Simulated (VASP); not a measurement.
# W (Fmmm) in VASP: single point with PBE

Aim: the single point of W with PBE.

All numbers are computed with VASP 6.6.1; they aren't measurements. Logs are shortened: lines on timing, memory, paths and dates and some standing lists are left out, and cuts for length are marked.

## Step 1: The cell of the first run

Symmetry: Fmmm, No. 69, orthorhombic system. The conventional cell has a = 3.326 Å, b = 4.272 Å, c = 4.704 Å, α = 90.00°, β = 90.00°, γ = 90.00°. W (site symmetry mmm) has 14 W at 2.71 to 3.33 Å within 3.6 Å.

## Step 2: Single point, PBE

INCAR

```
SYSTEM = W
PREC = Accurate
ENCUT = 520
EDIFF = 1E-6
ISMEAR = 0
SIGMA = 0.1
LREAL = .FALSE.
LASPH = .TRUE.
NELM = 100
ALGO = Fast
ISIF = 2
LWAVE = .FALSE.
LCHARG = .FALSE.
GGA = PE
NBANDS = 51
```

KPOINTS

```
Automatic mesh
0
G
  6 5 16
  0 0 0
```

POSCAR

```
W
1.0
    5.7610695454      0.0000000000      0.0000000000
    0.0000000000      8.1473826848      0.0000000000
   -0.9601782576     -1.3578971141      2.1358084156
W
6
Direct
    0.0000000000      0.0000000000      0.0000000000
    0.5000000000      0.0000000000      0.0000000000
    0.3333333333      0.3333333333      0.0000000000
    0.1666666667      0.6666666667      0.0000000000
    0.8333333333      0.3333333333      0.0000000000
    0.6666666667      0.6666666667      0.0000000000
```

Potentials or basis: VASP PAW PBE potentials, release 64 (W_sv).

The run is started by

```
$ cat potpaw_PBE.64/W_sv/POTCAR > POTCAR
$ mpirun -np 1 vasp_std > vasp.out
```

OUTCAR:

```text
SYSTEM = W
   PREC = Accurate
   ENCUT = 520
   EDIFF = 1E-6
   ISMEAR = 0
   LREAL = .FALSE.
   LASPH = .TRUE.
   NELM = 100
   ISIF = 2
   GGA = PE

 ion  position               nearest neighbor table
   1  0.000  0.000  0.000-   3 2.71   6 2.71   5 2.88   4 2.88   2 2.88   2 2.88   2 3.18   2 3.18
                             4 3.18   5 3.18   3 3.33   6 3.33
   2  0.500  0.000  0.000-   5 2.71   4 2.71   6 2.88   3 2.88   1 2.88   1 2.88   1 3.18   1 3.18
                             3 3.18   6 3.18   5 3.33   4 3.33
   3  0.333  0.333  0.000-   1 2.71   6 2.71   2 2.88   5 2.88   5 2.88   4 2.88   5 3.18   5 3.18
                             4 3.18   2 3.18   1 3.33   6 3.33
   4  0.167  0.667  0.000-   2 2.71   5 2.71   1 2.88   6 2.88   6 2.88   3 2.88   6 3.18   6 3.18
                             3 3.18   1 3.18   2 3.33   5 3.33
   5  0.833  0.333  0.000-   2 2.71   4 2.71   1 2.88   3 2.88   3 2.88   6 2.88   3 3.18   3 3.18
                             1 3.18   6 3.18   2 3.33   4 3.33
   6  0.667  0.667  0.000-   1 2.71   3 2.71   2 2.88   4 2.88   4 2.88   5 2.88   4 3.18   4 3.18
                             2 3.18   5 3.18   1 3.33   3 3.33

  LATTYP: Found a triclinic cell.
 ALAT       =     2.7069363581
 B/A-ratio  =     2.6531738880
 C/A-ratio  =     3.3868128440
 COS(alpha) =     0.0250859817
 COS(beta)  =     0.5123550370
 COS(gamma) =     0.6614404235

  Lattice vectors:

 A1 = (   0.9601782576,   1.3578971141,  -2.1358084156)
 A2 = (   6.7212478030,   1.3578971141,  -2.1358084156)
 A3 = (  -1.9203565150,  -2.7157942284,  -8.5432336624)

Analysis of symmetry for initial positions (statically):
=====================================================================
 Subroutine PRICEL returns following result:

  LATTYP: Found a face centered orthorhombic cell.
 ALAT       =     3.3261550535
 B/A-ratio  =     1.2842506625
 C/A-ratio  =     1.4142135621

  Lattice vectors:

 A1 = (   1.9203565157,  -1.3578971133,   2.1358084156)
 A2 = (   2.8805347733,   0.0000000008,   0.0000000000)
 A3 = (   0.9601782579,   1.3578971147,   2.1358084156)

   6 primitive cells build up your supercell.

 Routine SETGRP: Setting up the symmetry group for a
 triclinic supercell.

 Subroutine GETGRP returns: Found  2 space group operations
 (whereof  2 operations were pure point group operations)
 out of a pool of  2 trial point group operations.

The static configuration has the point symmetry S_2 .

Analysis of symmetry for dynamics (positions and initial velocities):
[... 119 lines left out ...]
   ENCUT  =  520.0 eV  38.22 Ry    6.18 a.u.  10.71 15.15  5.03*2*pi/ulx,y,z
   NELM   =    100;   NELMIN=  2; NELMDL= -5     # of ELM steps
   EDIFF  = 0.1E-05   stopping-criterion for ELM
   LREAL  =      F    real-space projection
   EDIFFG = 0.1E-04   stopping-criterion for IOM
   NSW    =      0    number of steps for IOM
   IBRION =     -1    ionic relax: 0-MD 1-quasi-New 2-CG
   NFREE  =      0    steps in history (QN), initial steepest desc. (CG)
   ISIF   =      2    stress and relaxation
   ISYM   =      2    0-nonsym 1-usesym 2-fastsym
   POTIM  = 0.5000    time-step for ionic-motion
   TEBEG  =    0.0;   TEEND  =   0.0 temperature during run
   PSTRESS=    0.0 pullay stress
   NELECT =      84.0000    total number of electrons
   NUPDOWN=      -1.0000    fix difference up-down
   EMIN   =  10.00;   EMAX   =-10.00  energy-range for DOS
   EFERMI =   0.00;   METHOD = LEGACY
   ISMEAR =     0;   SIGMA  =   0.10  broadening in eV -4-tet -1-fermi 0-gaus
   EFERMI_NEDOS =   21; number of points for ismear=-14 and -15
   IALGO  =     68    algorithm
   IMIX   =      4    mixing-type and parameters
     AMIX     =   0.40;   BMIX     =  1.00
     AMIX_MAG =   1.60;   BMIX_MAG =  1.00
  volume/ion in A,a.u.               =      16.71       112.75
  Fermi-wavevector in a.u.,A,eV,Ry     =   1.543382  2.916569 32.409456  2.382028
  Thomas-Fermi vector in A             =   2.649053
   LORBIT       =      0    0 simple, 1 ext, 2 COOP (PROOUT), +10 PAW based schemes
   GGA     = PE    functional components
   LHFCALC =     F    Hartree Fock is set to
   AEXX    =    0.0000 exact exchange contribution
   IVDW    =     0    specifies the selected vdW correction
   LEPSILON=     F    determine dielectric tensor
   LRPA    =     F    only Hartree local field effects (RPA)
 non-spin polarized calculation
 RMM-DIIS sequential band-by-band and
 Gauss-broadening in eV      SIGMA  =   0.10
  energy-cutoff  :      520.00
  volume of cell :      100.25
 maximum number of plane-waves:      2728
 NGX is ok and might be reduce to    48
   NGX = 21   NGY = 31   NGZ = 11

 number of electron      83.9999999 magnetization

 Free energy of the ion-electron system (eV)
  ---------------------------------------------------
  ext. energy  EPLUGINS =         0.00000000
  ---------------------------------------------------
  free energy    TOTEN  =       -77.17090111 eV

  energy without entropy =      -77.15616664  energy(sigma->0) =      -77.16353387

 E-fermi :  10.7212     XC(G=0): -13.3388

 val. band max:       10.7103175082   @ k =   0.0000   0.0000   0.0000
 cond. band min:      10.7299017574   @ k =  -0.1667   0.4000   0.1250
 fundamental gap:      0.0195842492
 Fermi energy:        10.7212199810

 k-point     1 :       0.0000    0.0000    0.0000
  band No.  band energies     occupation
      1     -63.5595      2.00000
      2     -63.4819      2.00000
      3     -63.4768      2.00000
      4     -63.4768      2.00000
      5     -63.4573      2.00000
      6     -63.4573      2.00000
[... 1285 lines left out ...]
     50      12.6962      0.00000
     51      13.1592      0.00000

 [... further k-points ...]
[... 5 lines left out ...]
  --------------------------------------------------------------------------------------
  -------------------------------------------------------------------------------------
  Total       -9.3528975     -9.8214507      4.7489592      0.1467760      0.0345655      0.0521356
  in kB     -149.4766071   -156.9649538     75.8971548      2.3457526      0.5524211      0.8332226
  external PRESSURE =     -76.8481354 kB  Pullay stress =       0.0000000 kB

 VOLUME and BASIS-vectors are now :
 -----------------------------------------------------------------------------
  energy-cutoff  :      520.00
  volume of cell :      100.25
      direct lattice vectors                 reciprocal lattice vectors
     5.761069545  0.000000000  0.000000000     0.173578880  0.000000000  0.078034465
     0.000000000  8.147382685  0.000000000     0.000000000  0.122738803  0.078034465
    -0.960178258 -1.357897114  2.135808416     0.000000000  0.000000000  0.468206789

 POSITION                                       TOTAL-FORCE (eV/Angst)
 -----------------------------------------------------------------------------------
      0.00000      0.00000      0.00000         0.000000     -0.000000     -0.000000
      2.88053      0.00000      0.00000         0.000000     -0.000000     -0.000000
      1.92036      2.71579      0.00000         0.000000      0.000000      0.000000
      0.96018      5.43159      0.00000        -0.000000     -0.000000     -0.000000
      4.80089      2.71579      0.00000         0.000000      0.000000      0.000000
      3.84071      5.43159      0.00000        -0.000000     -0.000000     -0.000000
 -----------------------------------------------------------------------------------
    total drift:                                0.000000      0.000000     -0.000000

  FREE ENERGIE OF THE ION-ELECTRON SYSTEM (eV)
  ---------------------------------------------------
  free  energy   TOTEN  =       -77.1709011079 eV

  energy  without entropy=      -77.1561666354  energy(sigma->0) =      -77.16353387
```

stdout:

```text
POSCAR found type information on POSCAR W
 POSCAR found :  1 types and       6 ions
 scaLAPACK will be used
 LDA part: xc-table for (Slater+PW92), standard interpolation
 POSCAR, INCAR and KPOINTS ok, starting setup
 FFT: planning ... GRIDC
 FFT: planning ... GRID_SOFT
 FFT: planning ... GRID
 WAVECAR not read
 entering main loop
WARNING in EDDRMM: call to ZHEGV failed, returncode =   8  4     49
WARNING in EDDRMM: call to ZHEGV failed, returncode =   8  4     48
WARNING in EDDRMM: call to ZHEGV failed, returncode =   8  4     47
WARNING in EDDRMM: call to ZHEGV failed, returncode =   8  4     51
WARNING in EDDRMM: call to ZHEGV failed, returncode =   8  4     45
WARNING in EDDRMM: call to ZHEGV failed, returncode =   6  3     47
WARNING in EDDRMM: call to ZHEGV failed, returncode =   8  4     47
WARNING in EDDRMM: call to ZHEGV failed, returncode =   8  4     44
WARNING in EDDRMM: call to ZHEGV failed, returncode =   8  4     47
WARNING in EDDRMM: call to ZHEGV failed, returncode =   6  3     46
WARNING in EDDRMM: call to ZHEGV failed, returncode =   8  4     45
WARNING in EDDRMM: call to ZHEGV failed, returncode =   6  3     47
WARNING in EDDRMM: call to ZHEGV failed, returncode =   8  4     45
WARNING in EDDRMM: call to ZHEGV failed, returncode =   6  3     45
```

It took 30 min on 1 thread of Oxide Virtual Turin-like, shared host; peak memory 0.81 GiB.

Results:

```yaml
Free_energy: -77.1709 eV
Pressure: -7.7 GPa
Band_gap_on_the_k_mesh: zero (bands 42 and 43 overlap by 2.33 eV)
```

Caveat: the stress differs along the axes, from -16 to 8 GPa; spin-orbit coupling is left out, which moves the levels of the heavy elements.
